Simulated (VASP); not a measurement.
# Cs3BPb4Br12 (a cell with a defect) in VASP: single point with HSE06

Aim: the single point of Cs3BPb4Br12 (a cell with a defect) with HSE06.

Everything below comes from runs of VASP 6.6.1. Logs are shortened: lines on timing, memory, paths and dates and some standing lists are left out, and cuts for length are marked.

## Step 1: The cell of the first run

The cell holds a defect, 40 atoms: a = 11.763 Å, b = 11.763 Å, c = 11.763 Å, α = 90.00°, β = 90.00°, γ = 90.00°.

## Step 2: Single point, HSE06

POSCAR

```
Cs3BPb4Br12
1.0
   11.7633300000      0.0000000000      0.0000000000
    0.0000000000     11.7633300000      0.0000000000
    0.0000000000      0.0000000000     11.7633300000
B Cs Pb Br
2 6 8 24
Direct
    0.0736480000      0.8779520000      0.0864730000
    0.5782460000      0.6234380000      0.5789380000
    0.0088040000      0.0539650000      0.5003350000
    0.0367530000      0.4663860000      0.0004450000
    0.9454920000      0.5052870000      0.4941200000
    0.4472700000      0.9946400000      0.9954070000
    0.5338810000      0.0344040000      0.5026830000
    0.5149940000      0.4532810000      0.0004290000
    0.2549480000      0.2420830000      0.2427180000
    0.2579360000      0.2470270000      0.7423280000
    0.2561830000      0.7303890000      0.2690870000
    0.2364300000      0.7392030000      0.7441820000
    0.7578690000      0.2512420000      0.2406760000
    0.7548350000      0.2602580000      0.7432010000
    0.7334700000      0.7584080000      0.2444740000
    0.7579110000      0.7683230000      0.7693620000
    0.2409660000      0.2284880000      0.9912510000
    0.2768440000      0.2212020000      0.4895410000
    0.2326560000      0.7672890000      0.0118770000
    0.1733050000      0.7277540000      0.5047390000
    0.7783770000      0.2830100000      0.9896660000
    0.7474410000      0.2623060000      0.4912840000
    0.6696390000      0.7617600000      0.0026630000
    0.7369580000      0.7376150000      0.5103670000
    0.0075100000      0.2881440000      0.2737460000
    0.0061330000      0.2937470000      0.7166510000
    0.0029240000      0.7285520000      0.2041460000
    0.9933160000      0.6869640000      0.7738570000
    0.5059890000      0.2082110000      0.2146490000
    0.5075910000      0.2145630000      0.7766930000
    0.4920040000      0.8140780000      0.2739150000
    0.5044990000      0.7669020000      0.6977370000
    0.1862650000      0.9737340000      0.2318900000
    0.2466430000      0.9922400000      0.7296690000
    0.2819010000      0.4857660000      0.2095190000
    0.2818570000      0.4971910000      0.7911730000
    0.7810410000      0.0013880000      0.2858590000
    0.7784340000      0.0140530000      0.7160270000
    0.7411570000      0.5064910000      0.2361000000
    0.6906660000      0.5246110000      0.7261250000
```

INCAR.step1

```
PREC = Accurate ; ENCUT = 420
EDIFF = 1E-5 ; ISMEAR = -1
SIGMA = 0.05 ; LREAL = Auto
LASPH = True ; NELM = 120
ALGO = Normal ; ISIF = 2
LWAVE = True ; LCHARG = False
GGA = PE ; ISYM = -1
NBANDS = 196 ; GGA_COMPAT = False
KPAR = 1
```

INCAR.step2

```
PREC = Accurate ; ENCUT = 420
EDIFF = 1E-6 ; ISMEAR = -1
SIGMA = 0.05 ; LREAL = Auto
LASPH = True ; NELM = 120
ALGO = Normal ; ISIF = 2
LWAVE = False ; LCHARG = False
GGA = PE ; LHFCALC = True
HFSCREEN = 0.2079 ; PRECFOCK = Fast
ISTART = 1 ; ISYM = -1
NBANDS = 196 ; GGA_COMPAT = False
KPAR = 1
```

KPOINTS

```
explicit points
1
Reciprocal
  0.25000000   0.25000000   0.25000000 1
```

Potentials or basis: VASP PAW PBE potentials, release 64 (B, Cs_sv, Pb_d, Br).

The run is started by

```
$ cat potpaw_PBE.64/B/POTCAR potpaw_PBE.64/Cs_sv/POTCAR potpaw_PBE.64/Pb_d/POTCAR potpaw_PBE.64/Br/POTCAR > POTCAR
$ cp INCAR.step1 INCAR
$ mpirun -np 4 vasp_std > vasp.out
$ cp INCAR.step2 INCAR
$ mpirun -np 4 vasp_std > vasp.out
```

OUTCAR:

```text
PREC = Accurate
   ENCUT = 420
   EDIFF = 1E-6
   ISMEAR = -1
   LREAL = Auto
   LASPH = True
   NELM = 120
   ISIF = 2
   GGA = PE
   LHFCALC = True
   HFSCREEN = 0.2079
   PRECFOCK = Fast
   ISTART = 1
   ISYM = -1

 ion  position               nearest neighbor table
   1  0.074  0.878  0.086-  27 2.39  33 2.44  19 2.44
   2  0.578  0.623  0.579-  32 2.36  24 2.44  40 2.47
   3  0.009  0.054  0.500-
   4  0.037  0.466  0.000-
   5  0.945  0.505  0.494-
   6  0.447  0.995  0.995-
   7  0.534  0.034  0.503-
   8  0.515  0.453  0.000-
   9  0.255  0.242  0.243-  35 2.91  18 2.93  17 2.97  25 2.98  29 3.00  33 3.26
  10  0.258  0.247  0.742-  17 2.94  30 2.99  18 3.00  34 3.00  36 3.01  26 3.03
  11  0.256  0.730  0.269-  20 2.94  31 2.94  35 2.98  33 3.01  19 3.07  27 3.08
  12  0.236  0.739  0.744-  20 2.92  28 2.95  36 2.95  34 2.98  19 3.17  32 3.22
  13  0.758  0.251  0.241-  22 2.95  21 2.99  25 2.99  37 3.00  39 3.01  29 3.02
  14  0.755  0.260  0.743-  21 2.92  38 2.93  22 2.96  30 2.98  26 3.00  40 3.21
  15  0.733  0.758  0.244-  31 2.94  23 2.94  37 2.95  39 2.97  24 3.14  27 3.22
  16  0.758  0.768  0.769-  28 2.93  23 2.94  38 2.97  40 3.02  24 3.08  32 3.10
  17  0.241  0.228  0.991-  10 2.94   9 2.97
  18  0.277  0.221  0.490-   9 2.93  10 3.00
  19  0.233  0.767  0.012-   1 2.44  11 3.07  12 3.17
  20  0.173  0.728  0.505-  12 2.92  11 2.94
  21  0.778  0.283  0.990-  14 2.92  13 2.99
  22  0.747  0.262  0.491-  13 2.95  14 2.96
  23  0.670  0.762  0.003-  16 2.94  15 2.94
  24  0.737  0.738  0.510-   2 2.44  16 3.08  15 3.14
  25  0.008  0.288  0.274-   9 2.98  13 2.99
  26  0.006  0.294  0.717-  14 3.00  10 3.03
  27  0.003  0.729  0.204-   1 2.39  11 3.08  15 3.22
  28  0.993  0.687  0.774-  16 2.93  12 2.95
  29  0.506  0.208  0.215-   9 3.00  13 3.02
  30  0.508  0.215  0.777-  14 2.98  10 2.99
  31  0.492  0.814  0.274-  15 2.94  11 2.94
  32  0.504  0.767  0.698-   2 2.36  16 3.10  12 3.22
  33  0.186  0.974  0.232-   1 2.44  11 3.01   9 3.26
  34  0.247  0.992  0.730-  12 2.98  10 3.00
  35  0.282  0.486  0.210-   9 2.91  11 2.98
  36  0.282  0.497  0.791-  12 2.95  10 3.01
  37  0.781  0.001  0.286-  15 2.95  13 3.00
  38  0.778  0.014  0.716-  14 2.93  16 2.97
  39  0.741  0.506  0.236-  15 2.97  13 3.01
  40  0.691  0.525  0.726-   2 2.47  16 3.02  14 3.21

IMPORTANT INFORMATION: All symmetrisations will be switched off!
NOSYMM: (Re-)initialisation of all symmetry stuff for point group C_1.

----------------------------------------------------------------------------------------

                                     Primitive cell

  volume of cell :    1627.7618

  direct lattice vectors                    reciprocal lattice vectors
    11.763330000  0.000000000  0.000000000     0.085009942  0.000000000  0.000000000
     0.000000000 11.763330000  0.000000000     0.000000000  0.085009942  0.000000000
     0.000000000  0.000000000 11.763330000     0.000000000  0.000000000  0.085009942

  length of vectors
    11.763330000 11.763330000 11.763330000     0.085009942  0.085009942  0.085009942

  position of ions in fractional coordinates (direct lattice)
     0.073648000  0.877952000  0.086473000
     0.578246000  0.623438000  0.578938000
     0.008804000  0.053965000  0.500335000
     0.036753000  0.466386000  0.000445000
     0.945492000  0.505287000  0.494120000
     0.447270000  0.994640000  0.995407000
[... 32 lines left out ...]
     0.741157000  0.506491000  0.236100000
     0.690666000  0.524611000  0.726125000

  ion indices of the primitive-cell ions
   primitive index   ion index
                 1           1
                 2           2
                 3           3
                 4           4
                 5           5
                 6           6
[... 32 lines left out ...]
                39          39
                40          40

----------------------------------------------------------------------------------------

 KPOINTS: explicit points

Read explicit list of k-points.

 Found      1 k-points:

 Following reciprocal coordinates:
            Coordinates               Weight
  0.250000  0.250000  0.250000      1.000000
   k-points           NKPTS =      1   k-points in BZ     NKDIM =      1   number of bands    NBANDS=    196
   number of dos      NEDOS =    301   number of ions     NIONS =     40
   total plane-waves  NPLWV = 512000
   dimension x,y,z NGX =    80 NGY =   80 NGZ =   80
   dimension x,y,z NGXF=   160 NGYF=  160 NGZF=  160
   ions per type =               2   6   8  24
   NGX,Y,Z   is equivalent  to a cutoff of  11.31, 11.31, 11.31 a.u.
   NGXF,Y,Z  is equivalent  to a cutoff of  22.61, 22.61, 22.61 a.u.
 SYSTEM =  unknown system
   PREC   = accura    normal or accurate (medium, high low for compatibility)
   ISTART =      1    job   : 0-new  1-cont  2-samecut
   ICHARG =      0    charge: 1-file 2-atom 10-const
   ISPIN  =      1    spin polarized calculation?
   LNONCOLLINEAR =      F non collinear calculations
   LSORBIT =      F    spin-orbit coupling
   LASPH  =      T    aspherical Exc in radial PAW
   ENCUT  =  420.0 eV  30.87 Ry    5.56 a.u.  19.66 19.66 19.66*2*pi/ulx,y,z
   NELM   =    120;   NELMIN=  2; NELMDL=  0     # of ELM steps
   EDIFF  = 0.1E-05   stopping-criterion for ELM
   LREAL  =      T    real-space projection
   EDIFFG = 0.1E-04   stopping-criterion for IOM
   NSW    =      0    number of steps for IOM
   IBRION =     -1    ionic relax: 0-MD 1-quasi-New 2-CG
   NFREE  =      0    steps in history (QN), initial steepest desc. (CG)
   ISIF   =      2    stress and relaxation
   ISYM   =     -1    0-nonsym 1-usesym 2-fastsym
   POTIM  = 0.5000    time-step for ionic-motion
   TEBEG  =    0.0;   TEEND  =   0.0 temperature during run
   PSTRESS=    0.0 pullay stress
   NELECT =     340.0000    total number of electrons
   NUPDOWN=      -1.0000    fix difference up-down
   EMIN   =  10.00;   EMAX   =-10.00  energy-range for DOS
   EFERMI =   0.00;   METHOD = LEGACY
   ISMEAR =    -1;   SIGMA  =   0.05  broadening in eV -4-tet -1-fermi 0-gaus
   EFERMI_NEDOS =   21; number of points for ismear=-14 and -15
   IALGO  =     38    algorithm
   IMIX   =      1    mixing-type and parameters
     AMIX     =   0.40;   BMIX     =  1.00
     AMIX_MAG =   1.60;   BMIX_MAG =  1.00
  volume/ion in A,a.u.               =      40.69       274.62
  Fermi-wavevector in a.u.,A,eV,Ry     =   0.971339  1.835565 12.837091  0.943500
  Thomas-Fermi vector in A             =   2.101548
   LORBIT       =      0    0 simple, 1 ext, 2 COOP (PROOUT), +10 PAW based schemes
   GGA     = PE    functional components
   LHFCALC =     T    Hartree Fock is set to
   PRECFOCK=fast      Normal, Fast or Accurate (Low or Medium for compatibility)
   ENCUT4O =  -1.0   cutoff for four orbital integrals eV
   NKREDX  =     1    reduce k-point grid by
   NKREDY  =     1    reduce k-point grid by
   NKREDZ  =     1    reduce k-point grid by
   AEXX    =    0.2500 exact exchange contribution
   HFSCREEN=    0.2079 screening length (either q_TF or 0.3 A-1)
   HFSCREENC=   0.2079 screening length for correlation (either q_TF or 0.3 A-1)
   ENCUTFOCK=  -1.0 apply spherical cutoff to Coloumb kernel
   IVDW    =     0    specifies the selected vdW correction
   LEPSILON=     F    determine dielectric tensor
   LRPA    =     F    only Hartree local field effects (RPA)
 non-spin polarized calculation
  energy-cutoff  :      420.00
  volume of cell :     1627.76
 maximum number of plane-waves:     31877
 NGX is ok and might be reduce to    80
  NGX = 40; NGY = 40; NGZ = 40

 number of electron     339.9999981 magnetization

 Free energy of the ion-electron system (eV)
  ---------------------------------------------------
  ext. energy  EPLUGINS =         0.00000000
  ---------------------------------------------------
  free energy    TOTEN  =      -149.71773227 eV

  energy without entropy =     -149.71773227  energy(sigma->0) =     -149.71773227

 E-fermi :   1.2257     XC(G=0):  -6.1956

 val. band max:       -0.0291892141   @ k =   0.2500   0.2500   0.2500
 cond. band min:       2.9885962686   @ k =   0.2500   0.2500   0.2500
 fundamental gap:      3.0177854827
 Fermi energy:         1.2257080403

 k-point     1 :       0.2500    0.2500    0.2500
  band No.  band energies     occupation
      1     -22.3985      2.00000
      2     -22.3719      2.00000
      3     -22.3453      2.00000
      4     -22.3356      2.00000
      5     -22.3163      2.00000
      6     -22.2857      2.00000
[... 174 lines left out ...]
    181       3.8685      0.00000
    182       3.9086      0.00000
 [bands above 182 left out]

------------------------ aborting loop because EDIFF is reached ----------------------------------------

  FORCE on cell =-STRESS in cart. coord.  units (eV):
  Direction    XX          YY          ZZ          XY          YZ          ZX
  --------------------------------------------------------------------------------------
  -------------------------------------------------------------------------------------
  Total        3.3432282      3.8609671      6.0039623     -0.1786757     -0.0469465      0.1197164
  in kB        3.2906809      3.8002821      5.9095947     -0.1758674     -0.0462086      0.1178347
  external PRESSURE =       4.3335192 kB  Pullay stress =       0.0000000 kB

 VOLUME and BASIS-vectors are now :
 -----------------------------------------------------------------------------
  energy-cutoff  :      420.00
  volume of cell :     1627.76
      direct lattice vectors                 reciprocal lattice vectors
    11.763330000  0.000000000  0.000000000     0.085009942  0.000000000  0.000000000
     0.000000000 11.763330000  0.000000000     0.000000000  0.085009942  0.000000000
     0.000000000  0.000000000 11.763330000     0.000000000  0.000000000  0.085009942

 POSITION                                       TOTAL-FORCE (eV/Angst)
 -----------------------------------------------------------------------------------
      0.86635     10.32764      1.01721        -0.120309      0.117950     -0.112074
      6.80210      7.33371      6.81024        -0.116808     -0.110941     -0.109662
      0.10356      0.63481      5.88561         0.005429     -0.069922      0.003389
      0.43234      5.48625      0.00523        -0.043330      0.024231      0.006626
     11.12213      5.94386      5.81250         0.050223      0.008704      0.000073
      5.26138     11.70028     11.70930         0.049709     -0.020585     -0.010062
[... 32 lines left out ...]
      8.71847      5.95802      2.77732        -0.038225     -0.015369      0.006584
      8.12453      6.17117      8.54165         0.002801      0.015667      0.029881
 -----------------------------------------------------------------------------------
    total drift:                               -0.005704      0.002980      0.014730

  FREE ENERGIE OF THE ION-ELECTRON SYSTEM (eV)
  ---------------------------------------------------
  free  energy   TOTEN  =      -149.7177322739 eV

  energy  without entropy=     -149.7177322738  energy(sigma->0) =     -149.71773227
```

It took 8.4 min on 4 MPI ranks of Intel Xeon Platinum 8488C (Sapphire Rapids), shared host; peak memory 0.84 GiB.

Results:

```
Free energy            : -149.7177 eV
Pressure               : 0.4 GPa
Largest force          : 0.202 eV/Å
Band gap on the k mesh : 3.02 eV
```

Forces on the atoms (eV/Å):
```
B   -0.120  0.118 -0.112
B   -0.117 -0.111 -0.110
Cs   0.005 -0.070  0.003
Cs  -0.043  0.024  0.007
Cs   0.050  0.009  0.000
Cs   0.050 -0.021 -0.010
Cs  -0.038 -0.023 -0.002
Cs  -0.006  0.047 -0.007
Pb   0.003 -0.006  0.006
Pb  -0.006 -0.003 -0.017
Pb   0.023 -0.019  0.019
Pb  -0.016  0.004 -0.006
Pb  -0.009  0.006 -0.013
Pb   0.005 -0.009  0.011
Pb   0.007  0.012 -0.018
Pb   0.016  0.034  0.014
Br  -0.039 -0.025  0.001
Br   0.030  0.040 -0.004
Br   0.054 -0.048  0.020
Br  -0.003  0.002 -0.004
Br   0.029 -0.041 -0.007
Br  -0.041  0.032 -0.002
Br  -0.007  0.002  0.003
Br   0.050  0.049  0.025
Br   0.014  0.013 -0.001
Br   0.007  0.008  0.012
Br   0.013 -0.039  0.004
Br   0.011 -0.007  0.036
Br   0.010 -0.009  0.015
Br   0.014 -0.011 -0.009
Br  -0.003  0.012  0.035
Br   0.005  0.033  0.020
Br   0.001 -0.006  0.039
Br  -0.038  0.000 -0.001
Br   0.030  0.007  0.040
Br   0.032  0.018 -0.033
Br   0.030 -0.015 -0.031
Br   0.031 -0.007  0.041
Br  -0.038 -0.015  0.007
Br   0.003  0.016  0.030
```

Stress tensor (GPa, compression positive):
```
 0.33 -0.02  0.01
-0.02  0.38  0.00
 0.01  0.00  0.59
```

Levels at points of the mesh, in eV from the valence-band top:
| k point | band 166 | band 167 | band 168 | band 169 | band 170 | band 171 | band 172 | band 173 | band 174 | band 175 |
| --- | --- | --- | --- | --- | --- | --- | --- | --- | --- | --- |
| (0.25, 0.25, 0.25) | -1.10 | -1.03 | -0.73 | -0.04 | 0.00 | 3.02 | 3.20 | 3.27 | 3.34 | 3.37 |

Caveat: the PAW data sets were made with another functional, which shifts forces and pressure a little; spin-orbit coupling is left out, which moves the levels of the heavy elements.
